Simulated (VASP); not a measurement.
# SrY2Bi2 (P1) in VASP: density of states with PBEsol

Aim: the density of states of SrY2Bi2 with PBEsol.

Everything below comes from runs of VASP 6.6.1. Logs are shortened: lines on timing, memory, paths and dates and some standing lists are left out, and cuts for length are marked.

## 1. The cell of the first run

The typed cell holds 5 atoms: a = 4.857 Å, b = 4.834 Å, c = 7.974 Å, α = 90.86°, β = 90.35°, γ = 60.10°.

## 2. Density of states, PBEsol

The input, POSCAR:

```
SrY2Bi2
1.0
    2.4375738700      4.2005823500     -0.0149707800
   -2.4150359200      4.1875702700     -0.0359703200
    0.0348819300     -0.0488535400      7.9735721200
Sr Y Bi
1 2 2
Direct
    0.0159360000      0.9558750000      0.0217800000
    0.3870510000      0.2350270000      0.6107120000
    0.7074040000      0.6273090000      0.3671480000
    0.2582260000      0.3611020000      0.2056690000
    0.6519560000      0.6332260000      0.6840270000
```

The input, INCAR.step1:

```
PREC = Accurate
ENCUT = 520
EDIFF = 1E-6
ISMEAR = -1
SIGMA = 0.1
LREAL = F
LASPH = T
NELM = 100
ALGO = Normal
ISIF = 2
LWAVE = F
LCHARG = T
LMAXMIX = 4
GGA = PS
NBANDS = 39
```

The input, KPOINTS.step1:

```
Automatic mesh
0
Gamma
  4 4 3
  0.5 0.5 0.5
```

The input, INCAR.step2:

```
PREC = Accurate
ENCUT = 520
EDIFF = 1E-6
ISMEAR = -5
SIGMA = 0.1
LREAL = F
LASPH = T
NELM = 100
ALGO = Normal
ISIF = 2
LWAVE = F
LCHARG = F
LMAXMIX = 4
GGA = PS
LORBIT = 11
NBANDS = 39
NEDOS = 1001
ICHARG = 11
```

The input, KPOINTS.step2:

```
Automatic mesh
0
Gamma
  6 6 5
```

Potentials or basis: VASP PAW PBE potentials, release 64 (Sr_sv, Y_sv, Bi_d).

Started as:

```bash
$ cat potpaw_PBE.64/Sr_sv/POTCAR potpaw_PBE.64/Y_sv/POTCAR potpaw_PBE.64/Bi_d/POTCAR > POTCAR
$ cp INCAR.step1 INCAR
$ cp KPOINTS.step1 KPOINTS
$ mpirun -np 1 vasp_std > vasp.out
$ cp INCAR.step2 INCAR
$ cp KPOINTS.step2 KPOINTS
$ mpirun -np 1 vasp_std > vasp.out
```

OUTCAR:

```text
PREC = Accurate
   ENCUT = 520
   EDIFF = 1E-6
   ISMEAR = -5
   LREAL = F
   LASPH = T
   NELM = 100
   ISIF = 2
   GGA = PS
   LORBIT = 11
   ICHARG = 11

 ion  position               nearest neighbor table
   1  0.016  0.956  0.022-   4 2.92   4 3.09   4 3.51   5 3.79   3 3.86   3 3.91   5 3.92   5 3.94
                             3 4.01   2 4.22   2 4.29   2 4.43
   2  0.387  0.235  0.611-   5 2.60   5 2.85   5 3.15   3 3.18   4 3.29   3 3.47   3 3.59   1 4.22
                             1 4.29   1 4.43
   3  0.707  0.627  0.367-   5 2.54   4 2.65   2 3.18   4 3.28   4 3.37   2 3.47   2 3.59   1 3.86
                             1 3.91   1 4.01
   4  0.258  0.361  0.206-   3 2.65   1 2.92   1 3.09   3 3.28   2 3.29   3 3.37   1 3.51
   5  0.652  0.633  0.684-   3 2.54   2 2.60   2 2.85   2 3.15   1 3.79   1 3.92   1 3.94

  LATTYP: Found a triclinic cell.
 ALAT       =     4.8341945684
 B/A-ratio  =     1.0046415747
 C/A-ratio  =     1.6494574151
 COS(alpha) =     0.0061859683
 COS(beta)  =     0.0149332583
 COS(gamma) =     0.4985088007

  Lattice vectors:

 A1 = (  -2.4150359200,   4.1875702700,  -0.0359703200)
 A2 = (   2.4375738700,   4.2005823500,  -0.0149707800)
 A3 = (  -0.0348819300,   0.0488535400,  -7.9735721200)

Analysis of symmetry for initial positions (statically):
=====================================================================
 Subroutine PRICEL returns:
 Original cell was already a primitive cell.

 Routine SETGRP: Setting up the symmetry group for a
 triclinic supercell.

 Subroutine GETGRP returns: Found  1 space group operations
 (whereof  1 operations were pure point group operations)
 out of a pool of  2 trial point group operations.

The static configuration has the point symmetry C_1 .

Analysis of symmetry for dynamics (positions and initial velocities):
=====================================================================
 Subroutine PRICEL returns:
 Original cell was already a primitive cell.

 Routine SETGRP: Setting up the symmetry group for a
 triclinic supercell.

 Subroutine GETGRP returns: Found  1 space group operations
 (whereof  1 operations were pure point group operations)
 out of a pool of  2 trial point group operations.

The dynamic configuration has the point symmetry C_1 .

 Subroutine INISYM returns: Found  1 space group operations
 (whereof  1 operations are pure point group operations),
 and found     1 'primitive' translations

----------------------------------------------------------------------------------------

                                     Primitive cell

  volume of cell :     162.2696

  direct lattice vectors                    reciprocal lattice vectors
     2.437573870  4.200582350 -0.014970780     0.205757240  0.118661865 -0.000173091
    -2.415035920  4.187570270 -0.035970320    -0.206402947  0.119780281  0.001636835
     0.034881930 -0.048853540  7.973572120    -0.000544804  0.000763146  0.125421363

  length of vectors
     4.856632843  4.834194568  7.973798077     0.237522020  0.238646541  0.125424868

  position of ions in fractional coordinates (direct lattice)
     0.015936000  0.955875000  0.021780000
     0.387051000  0.235027000  0.610712000
     0.707404000  0.627309000  0.367148000
     0.258226000  0.361102000  0.205669000
     0.651956000  0.633226000  0.684027000

  ion indices of the primitive-cell ions
   primitive index   ion index
                 1           1
                 2           2
                 3           3
                 4           4
                 5           5

----------------------------------------------------------------------------------------

 KPOINTS: Automatic mesh

Automatic generation of k-mesh.
 Grid dimensions read from file:
 generate k-points for:    6    6    5

 Generating k-lattice:

  Cartesian coordinates                     Fractional coordinates (reciprocal lattice)
     0.034292873  0.019776978 -0.000028849     0.166666667  0.000000000 -0.000000000
    -0.034400491  0.019963380  0.000272806     0.000000000  0.166666667  0.000000000
    -0.000108961  0.000152629  0.025084273     0.000000000  0.000000000  0.200000000

  Length of vectors
     0.039587003  0.039774424  0.025084974

  Shift w.r.t. Gamma in fractional coordinates (k-lattice)
     0.000000000  0.000000000  0.000000000

 TETIRR: Found    540 inequivalent tetrahedra from     1080

 Subroutine IBZKPT returns following result:
 ===========================================

 Found     92 irreducible k-points:

 Following reciprocal coordinates:
            Coordinates               Weight
  0.000000  0.000000  0.000000      1.000000
  0.166667 -0.000000  0.000000      2.000000
  0.333333  0.000000 -0.000000      2.000000
  0.500000 -0.000000  0.000000      1.000000
 -0.000000  0.166667  0.000000      2.000000
  0.166667  0.166667 -0.000000      2.000000
[... 16 lines left out ...]
  0.333333 -0.000000  0.200000      2.000000
  0.500000  0.000000  0.200000      2.000000
 [... further k-points ...]
   k-points           NKPTS =     92   k-points in BZ     NKDIM =     92   number of bands    NBANDS=     39
   number of dos      NEDOS =   1001   number of ions     NIONS =      5
   total plane-waves  NPLWV =  77760
   dimension x,y,z NGX =    36 NGY =   36 NGZ =   60
   dimension x,y,z NGXF=    72 NGYF=   72 NGZF=  120
   ions per type =               1   2   2
   NGX,Y,Z   is equivalent  to a cutoff of  12.32, 12.38, 12.51 a.u.
   NGXF,Y,Z  is equivalent  to a cutoff of  24.65, 24.76, 25.02 a.u.
 SYSTEM =  unknown system
   PREC   = accura    normal or accurate (medium, high low for compatibility)
   ISTART =      0    job   : 0-new  1-cont  2-samecut
   ICHARG =     11    charge: 1-file 2-atom 10-const
   ISPIN  =      1    spin polarized calculation?
   LNONCOLLINEAR =      F non collinear calculations
   LSORBIT =      F    spin-orbit coupling
   LASPH  =      T    aspherical Exc in radial PAW
   ENCUT  =  520.0 eV  38.22 Ry    6.18 a.u.   9.03  8.99 14.83*2*pi/ulx,y,z
   NELM   =    100;   NELMIN=  2; NELMDL=  0     # of ELM steps
   EDIFF  = 0.1E-05   stopping-criterion for ELM
   LREAL  =      F    real-space projection
[... 7 lines left out ...]
   TEBEG  =    0.0;   TEEND  =   0.0 temperature during run
   PSTRESS=    0.0 pullay stress
   NELECT =      62.0000    total number of electrons
   NUPDOWN=      -1.0000    fix difference up-down
   EMIN   =  10.00;   EMAX   =-10.00  energy-range for DOS
   EFERMI =   0.00;   METHOD = LEGACY
   ISMEAR =    -5;   SIGMA  =   0.10  broadening in eV -4-tet -1-fermi 0-gaus
   EFERMI_NEDOS =   21; number of points for ismear=-14 and -15
   IALGO  =     38    algorithm
   IMIX   =      4    mixing-type and parameters
     AMIX     =   0.40;   BMIX     =  1.00
     AMIX_MAG =   1.60;   BMIX_MAG =  1.00
  volume/ion in A,a.u.               =      32.45       219.01
  Fermi-wavevector in a.u.,A,eV,Ry     =   1.187936  2.244874 19.200432  1.411192
  Thomas-Fermi vector in A             =   2.324076
   LORBIT       =     11    0 simple, 1 ext, 2 COOP (PROOUT), +10 PAW based schemes
   GGA     = PS    functional components
   LHFCALC =     F    Hartree Fock is set to
   AEXX    =    0.0000 exact exchange contribution
   IVDW    =     0    specifies the selected vdW correction
   LEPSILON=     F    determine dielectric tensor
   LRPA    =     F    only Hartree local field effects (RPA)
 non-spin polarized calculation
 Fermi weights with tetrahedron method with Bloechl corrections
  energy-cutoff  :      520.00
  volume of cell :      162.27
 maximum number of plane-waves:      4396

 number of electron      62.0000004 magnetization

 Free energy of the ion-electron system (eV)
  ---------------------------------------------------
  ext. energy  EPLUGINS =         0.00000000
  ---------------------------------------------------
  free energy    TOTEN  =       -23.92399333 eV

  energy without entropy =      -23.92399333  energy(sigma->0) =      -23.92399333

 E-fermi :   4.9757     XC(G=0):  -9.4961

 val. band max:        5.0110390612   @ k =   0.1667   0.3333   0.0000
 cond. band min:       4.9509327255   @ k =   0.3333   0.1667   0.2000
 fundamental gap:     -0.0601063357
 Fermi energy:         4.9757053031

 k-point     1 :       0.0000    0.0000    0.0000
  band No.  band energies     occupation
      1     -37.9982      2.00000
      2     -37.7189      2.00000
      3     -31.0042      2.00000
      4     -18.9133      2.00000
      5     -18.8728      2.00000
      6     -18.4617      2.00000
[... 31 lines left out ...]
     38       7.5066      0.00000
     39       7.6734      0.00000

 k-point     2 :       0.1667   -0.0000    0.0000
  band No.  band energies     occupation
      1     -37.9970      2.00000
      2     -37.7197      2.00000
      3     -31.0038      2.00000
      4     -18.9084      2.00000
      5     -18.8634      2.00000
      6     -18.4387      2.00000
[... 31 lines left out ...]
     38       7.6116      0.00000
     39       7.7101      0.00000

 k-point     3 :       0.3333    0.0000   -0.0000
  band No.  band energies     occupation
      1     -37.9946      2.00000
      2     -37.7213      2.00000
      3     -31.0029      2.00000
      4     -18.8978      2.00000
      5     -18.8439      2.00000
      6     -18.3929      2.00000
[... 832 lines left out ...]
 k-point    23 :       0.3333   -0.0000    0.2000
  band No.  band energies     occupation
      1     -37.9946      2.00000
      2     -37.7213      2.00000
      3     -31.0029      2.00000
      4     -18.8980      2.00000
      5     -18.8439      2.00000
      6     -18.3930      2.00000
[... 31 lines left out ...]
     38       7.6896      0.00000
     39       7.8617      0.00000

 k-point    24 :       0.5000    0.0000    0.2000
  band No.  band energies     occupation
      1     -37.9933      2.00000
      2     -37.7222      2.00000
      3     -31.0024      2.00000
      4     -18.8923      2.00000
      5     -18.8338      2.00000
      6     -18.3757      2.00000
[... 31 lines left out ...]
     38       7.3531      0.00000
     39       8.4046      0.00000

 [... further k-points ...]
[... 5 lines left out ...]
  --------------------------------------------------------------------------------------
  -------------------------------------------------------------------------------------
  Total       11.8372294      8.7012291     17.8554874     -4.1979336     -3.2905509     -1.0564022
  in kB      116.8755305     85.9120608    176.2971292    -41.4485266    -32.4894335    -10.4304449
  external PRESSURE =     126.3615735 kB  Pullay stress =       0.0000000 kB

 VOLUME and BASIS-vectors are now :
 -----------------------------------------------------------------------------
  energy-cutoff  :      520.00
  volume of cell :      162.27
      direct lattice vectors                 reciprocal lattice vectors
     2.437573870  4.200582350 -0.014970780     0.205757240  0.118661865 -0.000173091
    -2.415035920  4.187570270 -0.035970320    -0.206402947  0.119780281  0.001636835
     0.034881930 -0.048853540  7.973572120    -0.000544804  0.000763146  0.125421363

 POSITION                                       TOTAL-FORCE (eV/Angst)
 -----------------------------------------------------------------------------------
     -2.26887      4.06867      0.13904        -1.116647      0.094437     -1.512033
      0.39717      2.58020      4.85531        -3.299099      0.988065     -0.550326
      0.22218      5.58047      2.89433        -2.388526     -1.454547     -4.544700
     -0.23546      2.58679      1.62306         3.937612      1.478914     -0.303996
      0.08379      5.35686      5.42160         2.866660     -1.106869      6.911054
 -----------------------------------------------------------------------------------
    total drift:                                0.023134      0.013938     -0.003392

  FREE ENERGIE OF THE ION-ELECTRON SYSTEM (eV)
  ---------------------------------------------------
  free  energy   TOTEN  =       -23.9239933257 eV

  energy  without entropy=      -23.9239933257  energy(sigma->0) =      -23.92399333

 total charge

# of ion       s       p       d       f       tot
--------------------------------------------------
    1        2.022   5.743   0.253   0.000   8.018
    2        2.232   6.362   1.181   0.036   9.812
    3        2.246   6.450   1.299   0.045  10.041
    4        1.435   1.850   9.894   0.000  13.179
    5        1.448   1.949   9.903   0.000  13.301
--------------------------------------------------
tot          9.384  22.354  22.531   0.082  54.351
```

Wall time 6.5 min (1 thread of Intel Xeon 6975P-C (Granite Rapids), shared host); peak memory 0.67 GiB.

What came out:

```yaml
Valence_electrons_inside_the_program's_atomic_spheres: Sr 8.02; Y 9.81, 10.04; Bi 13.18, 13.30
```

Caveat: the k points lie up to 0.37 Å⁻¹ apart; the PAW data sets were made with another functional, which shifts forces and pressure a little; spin-orbit coupling is left out, which moves the levels of the heavy elements; tetrahedron occupations give inexact forces and stress in metals.
